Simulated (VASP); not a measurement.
# Cu (Fmmm) in VASP: notebook, part 2 of 2

VASP 6.6.1.

## Step 3: Single point, r2SCAN

This run uses another cell than the first one: it holds 4 atoms, not 2.

The input, POSCAR:

```
Cu
1.0
    2.0954893324     -4.4608378561      0.0000000000
    2.0954893324      4.4608378561      0.0000000000
    0.0000000000      0.0000000000      2.5783570131
Cu
4
Direct
    0.1328389126      0.8671610874     -0.0000132607
    0.6328389126      0.3671610874      0.5000132607
    0.8671610874      0.1328389126      1.0000132607
    0.3671610874      0.6328389126      0.4999867393
```

The input, INCAR.step1:

```
SYSTEM = Cu
PREC = Accurate
ENCUT = 520
ISMEAR = 0
SIGMA = 0.1
LREAL = .False.
LASPH = .True.
NELM = 100
NBANDS = 30
GGA = PE
ALGO = Normal
EDIFF = 1E-4
LWAVE = .True.
LCHARG = .False.
```

The input, INCAR.step2:

```
SYSTEM = Cu
PREC = Accurate
ENCUT = 520
EDIFF = 1E-6
ISMEAR = 0
SIGMA = 0.1
LREAL = .False.
LASPH = .True.
NELM = 100
ALGO = Normal
ISIF = 2
LWAVE = .False.
LCHARG = .False.
METAGGA = R2SCAN
LMIXTAU = .True.
NBANDS = 30
ISTART = 1
```

The input, KPOINTS:

```
Automatic mesh
0
Gamma
  6 6 4
  0 0 0
```

Potentials or basis: VASP PAW PBE potentials, release 64 (Cu).

Launch:

```sh
$ cat potpaw_PBE.64/Cu/POTCAR > POTCAR
$ cp INCAR.step1 INCAR
$ mpirun -np 1 vasp_std > vasp.out
$ cp INCAR.step2 INCAR
$ mpirun -np 1 vasp_std > vasp.out
```

Run time: 2.3 min. Hardware: 1 thread of AMD EPYC 9R45 (Zen 5), shared host; peak memory 0.17 GiB.

The run converged. Its results:

| Item | Value |
| --- | --- |
| Free energy | -42.4538 eV |
| Pressure | 0.7 GPa |
| Band gap on the k mesh | zero (bands 22 and 23 overlap by 3.17 eV) |

Levels at points of the mesh, in eV from the Fermi level:
```
           k point  band 20  band 21  band 22  band 23  band 24  band 25
(0.00, 0.00, 0.00)    -1.51    -1.46    -1.35     2.06     2.84     2.94
(0.50, 0.00, 0.00)    -1.99    -1.76    -1.76    -0.28    -0.28     7.34
(0.50, 0.50, 0.00)    -1.43    -1.38    -1.25    -0.83     4.08     6.41
(0.00, 0.00, 0.50)    -1.49    -0.32    -0.32     5.99     5.99     6.19
(0.50, 0.00, 0.50)    -1.49     0.12     0.12     2.10     2.10     3.90
(0.50, 0.50, 0.50)    -1.49     0.91     0.91     0.93     0.93     7.69
```

Caveat: the k points lie up to 0.61 Å⁻¹ apart, too coarse for converged energies and pressures of a metal; the PAW data sets were made with another functional, which shifts forces and pressure a little.

## Step 4: Relaxation of cell and atoms, r2SCAN

This run uses another cell than the first one, of 12.05 Å³/atom.

The input, POSCAR:

```
Cu
1.0
    0.0000000000      2.0954893324      4.4608378561
    1.2891785065      0.0000000000      4.4608378561
    1.2891785065      2.0954893324      0.0000000000
Cu
2
Direct
    0.1328389126      0.1328389126      0.8671610874
    0.8671610874      0.8671610874      0.1328389126
```

The input, INCAR.step1:

```
SYSTEM = Cu
ALGO = Normal ; EDIFF = 1E-4
ENCUT = 600 ; GGA = PE
ISMEAR = 0 ; LASPH = .TRUE.
LCHARG = .FALSE. ; LREAL = .FALSE.
LWAVE = .TRUE. ; NELM = 60
PREC = Accurate ; SIGMA = 0.1
```

The input, INCAR.step2:

```
SYSTEM = Cu
ALGO = Normal ; EDIFF = 1E-6
EDIFFG = -0.04 ; ENCUT = 600
IBRION = 2 ; ISIF = 3
ISMEAR = 0 ; ISTART = 1
LASPH = .TRUE. ; LCHARG = .FALSE.
LMIXTAU = .TRUE. ; LREAL = .FALSE.
LWAVE = .FALSE. ; METAGGA = R2SCAN
NELM = 60 ; NSW = 90
PREC = Accurate ; SIGMA = 0.1
```

The input, KPOINTS:

```
k-points
0
G
  8 8 8
  0 0 0
```

Potentials or basis: VASP PAW PBE potentials, release 64 (Cu).

Launch:

```sh
$ cat potpaw_PBE.64/Cu/POTCAR > POTCAR
$ cp INCAR.step1 INCAR
$ mpirun -np 1 vasp_std > vasp.out
$ cp INCAR.step2 INCAR
$ mpirun -np 1 vasp_std > vasp.out
```

OUTCAR:

```text
SYSTEM = Cu
   EDIFF = 1E-6
   EDIFFG = -0.04
   ENCUT = 600
   IBRION = 2
   ISIF = 3
   ISMEAR = 0
   ISTART = 1
   LASPH = .TRUE.
   LREAL = .FALSE.
   METAGGA = R2SCAN
   NELM = 60
   NSW = 90
   PREC = Accurate

 ion  position               nearest neighbor table
   1  0.133  0.133  0.867-   2 2.37   2 2.46   2 2.46
   2  0.867  0.867  0.133-   1 2.37   1 2.46   1 2.46

  LATTYP: Found a face centered orthorhombic cell.
 ALAT       =     2.5783570130
 B/A-ratio  =     1.6254454459
 C/A-ratio  =     3.4602173660

  Lattice vectors:

 A1 = (   0.0000000000,   2.0954893324,   4.4608378561)
 A2 = (   1.2891785065,   0.0000000000,   4.4608378561)
 A3 = (   1.2891785065,   2.0954893324,   0.0000000000)

Analysis of symmetry for initial positions (statically):
=====================================================================
 Subroutine PRICEL returns:
 Original cell was already a primitive cell.

 Routine SETGRP: Setting up the symmetry group for a
 face centered orthorhombic supercell.

 Subroutine GETGRP returns: Found  8 space group operations
[... 216 lines left out ...]
 fundamental gap:      0.0969599290
 Fermi energy:         7.1334001584

 k-point     1 :       0.0000    0.0000    0.0000
  band No.  band energies     occupation
      1      -2.3553      2.00000
      2       1.8862      2.00000
      3       3.1828      2.00000
      4       3.8053      2.00000
      5       3.9387      2.00000
      6       4.3232      2.00000
      7       4.4441      2.00000
      8       4.7718      2.00000
      9       4.8292      2.00000
     10       5.1467      2.00000
     11       5.3002      2.00000
     12       5.4305      2.00000
     13       9.6781      0.00000
     14      28.0998      0.00000
[... 401 lines left out ...]
      2       2.7819      2.00000
      3       3.1760      2.00000
      4       3.3491      2.00000
      5       3.5728      2.00000
      6       4.1368      2.00000
      7       4.3909      2.00000
      8       4.7820      2.00000
      9       5.0513      2.00000
     10       5.4135      2.00000
     11       5.5624      2.00000
     12       9.3907      0.00000
     13      13.0682      0.00000
     14      17.1343      0.00000
     15      18.8880      0.00000

 [... further k-points ...]
[... 5 lines left out ...]
  --------------------------------------------------------------------------------------
  -------------------------------------------------------------------------------------
  Total       -0.0300070      0.0338365      0.0001247     -0.0000000      0.0000000      0.0000000
  in kB       -1.9917306      2.2459185      0.0082742     -0.0000000      0.0000000      0.0000000
  external PRESSURE =       0.0874874 kB  Pullay stress =       0.0000000 kB

 VOLUME and BASIS-vectors are now :
 -----------------------------------------------------------------------------
  energy-cutoff  :      600.00
  volume of cell :       24.14
      direct lattice vectors                 reciprocal lattice vectors
     0.000000000  2.082908040  4.509108254    -0.389097373  0.240049004  0.110886670
     1.285025382  0.000000000  4.509108254     0.389097373 -0.240049004  0.110886670
     1.285025382  2.082908040  0.000000000     0.389097373  0.240049004 -0.110886670

 POSITION                                       TOTAL-FORCE (eV/Angst)
 -----------------------------------------------------------------------------------
      1.28503      2.08291      1.19761         0.000000      0.000000     -0.027101
      1.28503      2.08291      7.82060         0.000000      0.000000      0.027101
 -----------------------------------------------------------------------------------
    total drift:                                0.000000      0.000000     -0.000000

  FREE ENERGIE OF THE ION-ELECTRON SYSTEM (eV)
  ---------------------------------------------------
  free  energy   TOTEN  =       -21.2778063534 eV

  energy  without entropy=      -21.2746438652  energy(sigma->0) =      -21.27622511

 reached required accuracy - stopping structural energy minimisation
```

OSZICAR.step1:

```text
N       E                     dE             d eps       ncg     rms          rms(c)
DAV:   1     0.125952034649E+03    0.12595E+03   -0.11628E+04  2938   0.291E+03
DAV:   2    -0.387820708424E+01   -0.12983E+03   -0.12528E+03  2850   0.333E+02
DAV:   3    -0.878146671625E+01   -0.49033E+01   -0.46931E+01  3473   0.982E+01
DAV:   4    -0.881885996280E+01   -0.37393E-01   -0.37382E-01  3499   0.884E+00
DAV:   5    -0.881934169256E+01   -0.48173E-03   -0.48173E-03  3907   0.838E-01    0.107E+01
DAV:   6    -0.779503310758E+01    0.10243E+01   -0.15686E+01  2892   0.115E+02    0.540E+00
DAV:   7    -0.710755511236E+01    0.68748E+00   -0.28533E+00  3018   0.470E+01    0.793E-01
DAV:   8    -0.708659404115E+01    0.20961E-01   -0.20767E-02  3814   0.199E+00    0.458E-01
DAV:   9    -0.708285218611E+01    0.37419E-02   -0.66273E-03  3747   0.222E+00    0.695E-02
DAV:  10    -0.708272181168E+01    0.13037E-03   -0.21072E-04  2940   0.260E-01    0.976E-03
DAV:  11    -0.708273211826E+01   -0.10307E-04   -0.65250E-05  1773   0.120E-01
   1 F= -.70827321E+01 E0= -.70808531E+01  d E =-.375805E-02
```

Wall time 4.8 min (1 thread of AMD EPYC 9R45 (Zen 5), shared host); peak memory 0.18 GiB.

Results:

```
Free energy                           : -21.2778 eV
Relaxed volume                        : 12.07 Å³/atom
Relaxed cell                          : a = 4.967 Å, b = 4.689 Å, c = 2.447 Å, α = 81.73°, β = 69.09°, γ = 29.18°
Space group after relaxing (to 0.1 Å) : Fmmm (No. 69)
Energy gained by relaxing             : 1.7 meV/atom
Ionic steps                           : 2
Pressure after relaxing               : 0.0 GPa
Largest force after relaxing          : 0.027 eV/Å
Band gap on the k mesh                : zero (bands 11 and 12 overlap by 6.30 eV)
```

Forces in eV/Å, atoms in the order of the input:
```
Cu   0.000  0.000 -0.027
Cu   0.000  0.000  0.027
```

Step by step:
```tsv
step	energy change (eV)	largest force (eV/Å)	pressure (GPa)	volume (Å³)
1	0.0000	0.0073	0.15	24.10
2	-0.0034	0.0271	0.01	24.14
```

Final structure:
```
Cu
1.0
     0.00000    2.08291    4.50911
     1.28503    0.00000    4.50911
     1.28503    2.08291    0.00000
Cu
2
Direct
  0.13280 0.13280 0.86720
  0.86720 0.86720 0.13280
```

Caveat: the k points lie up to 0.37 Å⁻¹ apart in the final cell, too coarse for converged energies and pressures of a metal; the PAW data sets were made with another functional, which shifts forces and pressure a little.

## Step 5: The runs side by side

```csv
task,cell,k mesh,cutoff (eV),gap on the mesh (eV),pressure (GPa),largest force (eV/Å)
single point,"a = 4.964, b = 4.685, c = 2.444 Å, angles 81.8, 69.1, 29.2°, 2 atoms, atomic positions A",8 × 8 × 8,520,none,0.6,0.01
single point,"a = 4.929, b = 4.929, c = 2.578 Å, angles 90.0, 90.0, 129.7°, 4 atoms, atomic positions B",6 × 6 × 4,520,none,0.7,-
relaxation of cell and atoms,"relaxed from a = 4.929, b = 4.643, c = 2.460 Å, angles 81.6, 68.8, 29.6°, 2 atoms, atomic positions A",8 × 8 × 8,600,none,0.0,0.03
```

Alike in all rows: level r2SCAN; potentials or basis VASP PAW PBE potentials, release 64 (Cu); no spin polarisation; smearing gaussian 0.1 eV.

Caveats: all runs use coarse meshes; the PAW data sets were made with another functional, which shifts forces and pressure a little.

Absolute energies hang on the potentials; compare differences alone.
